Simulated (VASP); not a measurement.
# Cd in VASP: further runs

Cd is run at these levels: PBE; tasks: single point.

Program: VASP 6.6.1. These are calculated values, not measurements. Logs are shortened: lines on timing, memory, paths and dates and some standing lists are left out, and cuts for length are marked.

### Step 1. The cell of the first run

The structure is cubic, space group Fm-3m (No. 225). The conventional cell has a = 4.214 Å, b = 4.214 Å, c = 4.214 Å, α = 90.00°, β = 90.00°, γ = 90.00°. Cd (site symmetry m-3m) has 12 Cd at 2.98 Å within 3.9 Å.

### Step 2. Single point, PBE (strain -0.050 along x and y, -0.050 along z)

The input, INCAR:

```
PREC = Accurate
ENCUT = 520
EDIFF = 1E-6
ISMEAR = 0
SIGMA = 0.15
LREAL = F
LASPH = T
NELM = 80
ALGO = Fast
ISIF = 2
LWAVE = F
LCHARG = F
GGA = PE
NBANDS = 12
```

The input, KPOINTS:

```
regular mesh
0
Gamma
  18 18 18
```

The input, POSCAR:

```
Cd
1.0
    0.0000000000      2.1072422625      2.1072422625
    2.1072422625      0.0000000000      2.1072422625
    2.1072422625      2.1072422625      0.0000000000
Cd
1
Direct
    0.0000000000      0.0000000000      0.0000000000
```

Potentials or basis: VASP PAW PBE potentials, release 64 (Cd).

On the command line:

```
> cat potpaw_PBE.64/Cd/POTCAR > POTCAR
> mpirun -np 1 vasp_std > vasp.out
```

OUTCAR:

```text
PREC = Accurate
   ENCUT = 520
   EDIFF = 1E-6
   ISMEAR = 0
   LREAL = F
   LASPH = T
   NELM = 80
   ISIF = 2
   GGA = PE

 ion  position               nearest neighbor table
   1  0.000  0.000  0.000-

  LATTYP: Found a face centered cubic cell.
 ALAT       =     4.2144845250

  Lattice vectors:

 A1 = (   0.0000000000,   2.1072422625,   2.1072422625)
 A2 = (   2.1072422625,   0.0000000000,   2.1072422625)
 A3 = (   2.1072422625,   2.1072422625,   0.0000000000)

Analysis of symmetry for initial positions (statically):
=====================================================================
 Subroutine PRICEL returns:
 Original cell was already a primitive cell.

 Routine SETGRP: Setting up the symmetry group for a
 face centered cubic supercell.

 Subroutine GETGRP returns: Found 48 space group operations
 (whereof 48 operations were pure point group operations)
 out of a pool of 48 trial point group operations.

The static configuration has the point symmetry O_h .

Analysis of symmetry for dynamics (positions and initial velocities):
=====================================================================
 Subroutine PRICEL returns:
 Original cell was already a primitive cell.

 Routine SETGRP: Setting up the symmetry group for a
 face centered cubic supercell.

 Subroutine GETGRP returns: Found 48 space group operations
 (whereof 48 operations were pure point group operations)
 out of a pool of 48 trial point group operations.

The dynamic configuration has the point symmetry O_h .

 Subroutine INISYM returns: Found 48 space group operations
 (whereof 48 operations are pure point group operations),
 and found     1 'primitive' translations

----------------------------------------------------------------------------------------

                                     Primitive cell

  volume of cell :      18.7143

  direct lattice vectors                    reciprocal lattice vectors
     0.000000000  2.107242262  2.107242262    -0.237276942  0.237276942  0.237276942
     2.107242262  0.000000000  2.107242262     0.237276942 -0.237276942  0.237276942
     2.107242262  2.107242262  0.000000000     0.237276942  0.237276942 -0.237276942

  length of vectors
     2.980090587  2.980090587  2.980090587     0.410975719  0.410975719  0.410975719

  position of ions in fractional coordinates (direct lattice)
     0.000000000  0.000000000  0.000000000

  ion indices of the primitive-cell ions
   primitive index   ion index
                 1           1

----------------------------------------------------------------------------------------

 KPOINTS: regular mesh

Automatic generation of k-mesh.
 Grid dimensions read from file:
 generate k-points for:   18   18   18

 Generating k-lattice:

  Cartesian coordinates                     Fractional coordinates (reciprocal lattice)
    -0.013182052  0.013182052  0.013182052     0.055555556  0.000000000  0.000000000
     0.013182052 -0.013182052  0.013182052     0.000000000  0.055555556  0.000000000
     0.013182052  0.013182052 -0.013182052     0.000000000  0.000000000  0.055555556

  Length of vectors
     0.022831984  0.022831984  0.022831984

  Shift w.r.t. Gamma in fractional coordinates (k-lattice)
     0.000000000  0.000000000  0.000000000

 Subroutine IBZKPT returns following result:
 ===========================================

 Found    195 irreducible k-points:

 Following reciprocal coordinates:
            Coordinates               Weight
  0.000000  0.000000  0.000000      1.000000
  0.055556  0.000000  0.000000      8.000000
  0.111111  0.000000  0.000000      8.000000
  0.166667  0.000000  0.000000      8.000000
  0.222222  0.000000  0.000000      8.000000
  0.277778  0.000000  0.000000      8.000000
[... 16 lines left out ...]
 -0.277778  0.055556  0.000000     24.000000
 -0.222222  0.055556  0.000000     24.000000
 [... further k-points ...]
   k-points           NKPTS =    195   k-points in BZ     NKDIM =    195   number of bands    NBANDS=     12
   number of dos      NEDOS =    301   number of ions     NIONS =      1
   total plane-waves  NPLWV =  13824
   dimension x,y,z NGX =    24 NGY =   24 NGZ =   24
   dimension x,y,z NGXF=    48 NGYF=   48 NGZF=   48
   ions per type =               1
   NGX,Y,Z   is equivalent  to a cutoff of  13.39, 13.39, 13.39 a.u.
   NGXF,Y,Z  is equivalent  to a cutoff of  26.78, 26.78, 26.78 a.u.
 SYSTEM =  unknown system
   PREC   = accura    normal or accurate (medium, high low for compatibility)
   ISTART =      0    job   : 0-new  1-cont  2-samecut
   ICHARG =      2    charge: 1-file 2-atom 10-const
   ISPIN  =      1    spin polarized calculation?
   LNONCOLLINEAR =      F non collinear calculations
   LSORBIT =      F    spin-orbit coupling
   LASPH  =      T    aspherical Exc in radial PAW
   ENCUT  =  520.0 eV  38.22 Ry    6.18 a.u.   5.54  5.54  5.54*2*pi/ulx,y,z
   NELM   =     80;   NELMIN=  2; NELMDL= -5     # of ELM steps
   EDIFF  = 0.1E-05   stopping-criterion for ELM
   LREAL  =      F    real-space projection
   EDIFFG = 0.1E-04   stopping-criterion for IOM
   NSW    =      0    number of steps for IOM
   IBRION =     -1    ionic relax: 0-MD 1-quasi-New 2-CG
   NFREE  =      0    steps in history (QN), initial steepest desc. (CG)
   ISIF   =      2    stress and relaxation
   ISYM   =      2    0-nonsym 1-usesym 2-fastsym
   POTIM  = 0.5000    time-step for ionic-motion
   TEBEG  =    0.0;   TEEND  =   0.0 temperature during run
   PSTRESS=    0.0 pullay stress
   NELECT =      12.0000    total number of electrons
   NUPDOWN=      -1.0000    fix difference up-down
   EMIN   =  10.00;   EMAX   =-10.00  energy-range for DOS
   EFERMI =   0.00;   METHOD = LEGACY
   ISMEAR =     0;   SIGMA  =   0.15  broadening in eV -4-tet -1-fermi 0-gaus
   EFERMI_NEDOS =   21; number of points for ismear=-14 and -15
   IALGO  =     68    algorithm
   IMIX   =      4    mixing-type and parameters
     AMIX     =   0.40;   BMIX     =  1.00
     AMIX_MAG =   1.60;   BMIX_MAG =  1.00
  volume/ion in A,a.u.               =      18.71       126.29
  Fermi-wavevector in a.u.,A,eV,Ry     =   1.411706  2.667737 27.115220  1.992912
  Thomas-Fermi vector in A             =   2.533529
   LORBIT       =      0    0 simple, 1 ext, 2 COOP (PROOUT), +10 PAW based schemes
   GGA     = PE    functional components
   LHFCALC =     F    Hartree Fock is set to
   AEXX    =    0.0000 exact exchange contribution
   IVDW    =     0    specifies the selected vdW correction
   LEPSILON=     F    determine dielectric tensor
   LRPA    =     F    only Hartree local field effects (RPA)
 non-spin polarized calculation
 RMM-DIIS sequential band-by-band and
 Gauss-broadening in eV      SIGMA  =   0.15
  energy-cutoff  :      520.00
  volume of cell :       18.71
 maximum number of plane-waves:       531
 NGX is ok and might be reduce to    24
   NGX = 11   NGY = 11   NGZ = 11

 number of electron      12.0000005 magnetization

 Free energy of the ion-electron system (eV)
  ---------------------------------------------------
  ext. energy  EPLUGINS =         0.00000000
  ---------------------------------------------------
  free energy    TOTEN  =        -0.57864976 eV

  energy without entropy =       -0.57497746  energy(sigma->0) =       -0.57681361

 E-fermi :   4.0633     XC(G=0): -11.8268

 val. band max:        4.0538502215   @ k =  -0.3889   0.3889   0.0556
 cond. band min:       4.0748618842   @ k =   0.4444   0.0000   0.0000
 fundamental gap:      0.0210116627
 Fermi energy:         4.0632506360

 k-point     1 :       0.0000    0.0000    0.0000
  band No.  band energies     occupation
      1      -5.9610      2.00000
      2      -5.5687      2.00000
      3      -5.5687      2.00000
      4      -5.5687      2.00000
      5      -4.9386      2.00000
      6      -4.9386      2.00000
      7      18.4771      0.00000
      8      20.5447      0.00000
      9      20.5447      0.00000
     10      20.5447      0.00000
     11      24.2790      0.00000
     12      24.2790      0.00000

 k-point     2 :       0.0556    0.0000    0.0000
  band No.  band energies     occupation
      1      -5.8770      2.00000
      2      -5.5743      2.00000
      3      -5.5508      2.00000
      4      -5.5508      2.00000
      5      -4.9436      2.00000
      6      -4.9436      2.00000
      7      18.2510      0.00000
      8      19.5758      0.00000
      9      20.4319      0.00000
     10      20.4319      0.00000
     11      24.4692      0.00000
     12      24.5257      0.00000

 k-point     3 :       0.1111    0.0000    0.0000
  band No.  band energies     occupation
      1      -5.7559      2.00000
      2      -5.5046      2.00000
      3      -5.5046      2.00000
      4      -5.4578      2.00000
      5      -4.9522      2.00000
      6      -4.9522      2.00000
      7      16.6908      0.00000
      8      19.0032      0.00000
      9      20.1496      0.00000
     10      20.1496      0.00000
     11      24.1880      0.00000
     12      24.9000      0.00000
[... 286 lines left out ...]
 k-point    23 :      -0.2778    0.0556    0.0000
  band No.  band energies     occupation
      1      -6.0510      2.00000
      2      -5.4666      2.00000
      3      -5.4371      2.00000
      4      -4.8235      2.00000
      5      -4.7428      2.00000
      6      -2.9597      2.00000
      7       9.3078      0.00000
      8      16.7374      0.00000
      9      18.9609      0.00000
     10      19.9882      0.00000
     11      22.5291      0.00000
     12      22.9214      0.00000

 k-point    24 :      -0.2222    0.0556    0.0000
  band No.  band energies     occupation
      1      -5.9315      2.00000
      2      -5.4425      2.00000
      3      -5.4081      2.00000
      4      -4.9443      2.00000
      5      -4.8710      2.00000
      6      -3.8869      2.00000
      7      11.4974      0.00000
      8      16.9853      0.00000
      9      19.4860      0.00000
     10      20.6246      0.00000
     11      22.7680      0.00000
     12      23.1044      0.00000

 [... further k-points ...]

------------------------ aborting loop because EDIFF is reached ----------------------------------------

  FORCE on cell =-STRESS in cart. coord.  units (eV):
  Direction    XX          YY          ZZ          XY          YZ          ZX
  --------------------------------------------------------------------------------------
  -------------------------------------------------------------------------------------
  Total        1.8183004      1.8183004      1.8183004     -0.0000000      0.0000000      0.0000000
  in kB      155.6692454    155.6692454    155.6692454     -0.0000000      0.0000000      0.0000000
  external PRESSURE =     155.6692454 kB  Pullay stress =       0.0000000 kB

 VOLUME and BASIS-vectors are now :
 -----------------------------------------------------------------------------
  energy-cutoff  :      520.00
  volume of cell :       18.71
      direct lattice vectors                 reciprocal lattice vectors
     0.000000000  2.107242262  2.107242262    -0.237276942  0.237276942  0.237276942
     2.107242262  0.000000000  2.107242262     0.237276942 -0.237276942  0.237276942
     2.107242262  2.107242262  0.000000000     0.237276942  0.237276942 -0.237276942

 POSITION                                       TOTAL-FORCE (eV/Angst)
 -----------------------------------------------------------------------------------
      0.00000      0.00000      0.00000        -0.000000      0.000000      0.000000
 -----------------------------------------------------------------------------------
    total drift:                               -0.000000      0.000000     -0.000000

  FREE ENERGIE OF THE ION-ELECTRON SYSTEM (eV)
  ---------------------------------------------------
  free  energy   TOTEN  =        -0.5786497592 eV

  energy  without entropy=       -0.5749774577  energy(sigma->0) =       -0.57681361
```

Run time: 39 s. Hardware: 1 thread of Intel Xeon Platinum 8259CL at 2.50GHz (Skylake/Cascade Lake), shared host; peak memory 0.17 GiB.

What came out:

* Free energy: -0.5786 eV
* Pressure: 15.6 GPa
* Band gap on the k mesh: zero (band 6 reaches 5.64 eV, above the bottom of band 7 at 3.03 eV)

Levels at points of the mesh, in eV from the Fermi level:
| k point | band 2 | band 3 | band 4 | band 5 | band 6 | band 7 | band 8 | band 9 | band 10 | band 11 |
| --- | --- | --- | --- | --- | --- | --- | --- | --- | --- | --- |
| (0.00, 0.00, 0.00) | -9.63 | -9.63 | -9.63 | -9.00 | -9.00 | 14.41 | 16.48 | 16.48 | 16.48 | 20.22 |
| (0.50, 0.00, 0.00) | -9.63 | -9.63 | -8.49 | -8.49 | -2.99 | -1.03 | 13.47 | 14.00 | 14.00 | 17.99 |
| (0.50, 0.50, 0.00) | -10.47 | -8.52 | -8.36 | -8.36 | -1.24 | 2.02 | 7.34 | 7.34 | 12.20 | 12.54 |

Caveat: the cell differs from its parent crystal (strain -0.050 along x and y, -0.050 along z).

### Step 3. Single point, PBE (strain -0.050 along x and y, +0.000 along z)

The input, INCAR:

```
SYSTEM = Cd
PREC = Accurate ; ENCUT = 520
EDIFF = 1E-6 ; ISMEAR = 0
SIGMA = 0.15 ; LREAL = .False.
LASPH = .True. ; NELM = 60
ALGO = Fast ; ISIF = 2
LWAVE = .False. ; LCHARG = .True.
GGA = PE ; LELF = .True.
LVHAR = .True. ; NBANDS = 12
```

The input, KPOINTS:

```
regular mesh
0
Gamma
  18 18 18
  0 0 0
```

The input, POSCAR:

```
Cd
1.0
    0.0000000000      2.1072422625      2.2181497500
    2.1072422625      0.0000000000      2.2181497500
    2.1072422625      2.1072422625      0.0000000000
Cd
1
Direct
    0.0000000000      0.0000000000      0.0000000000
```

Potentials or basis: VASP PAW PBE potentials, release 64 (Cd).

On the command line:

```
> cat potpaw_PBE.64/Cd/POTCAR > POTCAR
> mpirun -np 1 vasp_std > vasp.out
```

Wall time 87 s (1 thread of Intel Xeon Platinum 8259CL at 2.50GHz (Skylake/Cascade Lake), shared host); peak memory 0.23 GiB.

Results (log left out):

| Quantity | Value |
| --- | --- |
| Free energy | -0.6496 eV |
| Pressure | 10.2 GPa |
| Band gap on the k mesh | zero (band 6 reaches 5.55 eV, above the bottom of band 7 at 2.50 eV) |

Stress tensor (GPa, compression positive):
```
11.30  0.00  0.00
 0.00 11.30  0.00
 0.00  0.00  8.12
```

Levels at points of the mesh, in eV from the Fermi level:
```
           k point  band 2  band 3  band 4  band 5  band 6  band 7  band 8  band 9  band 10  band 11
(0.00, 0.00, 0.00)   -9.61   -9.40   -9.40   -9.00   -8.81   14.27   15.95   15.99    15.99    19.49
(0.50, 0.00, 0.00)   -9.55   -9.38   -8.48   -8.41   -2.77   -1.15   12.34   13.88    14.13    16.75
(0.50, 0.50, 0.00)  -10.21   -8.46   -8.34   -8.34   -1.57    1.01    7.73    7.73    12.32    12.66
(0.50, 0.00, 0.50)  -10.21   -8.48   -8.40   -8.25   -0.85    2.17    6.78    6.94    11.54    11.73
```

Caveat: the cell differs from its parent crystal (strain -0.050 along x and y, +0.000 along z).

### Step 4. Single point, PBE (strain +0.000 along x and y, +0.050 along z)

The input, INCAR:

```
PREC     = Accurate       # precision mode
ENCUT    = 520            # plane-wave cutoff, eV
EDIFF    = 1E-6           # SCF threshold, eV
ISMEAR   = 0              # smearing method
SIGMA    = 0.15           # smearing width, eV
LREAL    = F              # projectors in reciprocal space
LASPH    = T              # aspherical terms in the spheres
NELM     = 60             # most SCF steps
ALGO     = Normal         # electronic algorithm
ISIF     = 2              # what is computed and relaxed
LWAVE    = F              # write WAVECAR
LCHARG   = F              # write CHGCAR
GGA      = PE             # functional
NBANDS   = 12             # bands
```

The input, KPOINTS:

```
Automatic mesh
0
Gamma
  18 18 18
```

The input, POSCAR:

```
Cd
1.0
    0.0000000000      2.2181497500      2.3290572375
    2.2181497500      0.0000000000      2.3290572375
    2.2181497500      2.2181497500      0.0000000000
Cd
1
Direct
    0.0000000000      0.0000000000      0.0000000000
```

On the command line:

```
> cat potpaw_PBE.64/Cd/POTCAR > POTCAR
> mpirun -np 1 vasp_std > vasp.out
```

Run time: 81 s. Hardware: 1 thread of Intel Xeon Platinum 8259CL at 2.50GHz (Skylake/Cascade Lake), shared host; peak memory 0.24 GiB.

Results (log left out):

| Item | Value |
| --- | --- |
| Free energy | -0.7384 eV |
| Pressure | 0.1 GPa |
| Band gap on the k mesh | zero (band 6 reaches 4.25 eV, above the bottom of band 7 at 1.11 eV) |

Stress tensor (GPa, compression positive):
```
 0.72  0.00  0.00
 0.00  0.72  0.00
 0.00  0.00 -0.99
```

Levels at points of the mesh, in eV from the Fermi level:
```tsv
k point	band 4	band 5	band 6	band 7	band 8	band 9
(0.00, 0.00, 0.00)	-8.64	-8.51	-8.40	13.78	14.49	14.49
(0.50, 0.00, 0.00)	-8.26	-8.21	-2.09	-1.35	11.35	12.70
(0.50, 0.50, 0.00)	-8.16	-8.16	-1.03	0.59	7.17	7.17
(0.50, 0.00, 0.50)	-8.20	-8.09	-0.44	1.58	6.33	6.52
```

Caveat: the cell differs from its parent crystal (strain +0.000 along x and y, +0.050 along z).

### Step 5. Summary

| cell | gap on the mesh (eV) | pressure (GPa) |
| --- | --- | --- |
| a = 2.980 Å, angles 60.0°, 1 atom | none | 15.6 |
| a = 3.060, b = 3.060, c = 2.980 Å, angles 60.9, 60.9, 58.3°, 1 atom | none | 10.2 |
| a = 3.216, b = 3.216, c = 3.137 Å, angles 60.8, 60.8, 58.4°, 1 atom | none | 0.1 |

Alike in all rows: task single point; level PBE; potentials or basis VASP PAW PBE potentials, release 64 (Cd); no spin polarisation; k mesh 18 × 18 × 18; cutoff (eV) 520; smearing gaussian 0.15 eV.

Absolute energies hang on the potentials; compare differences alone.
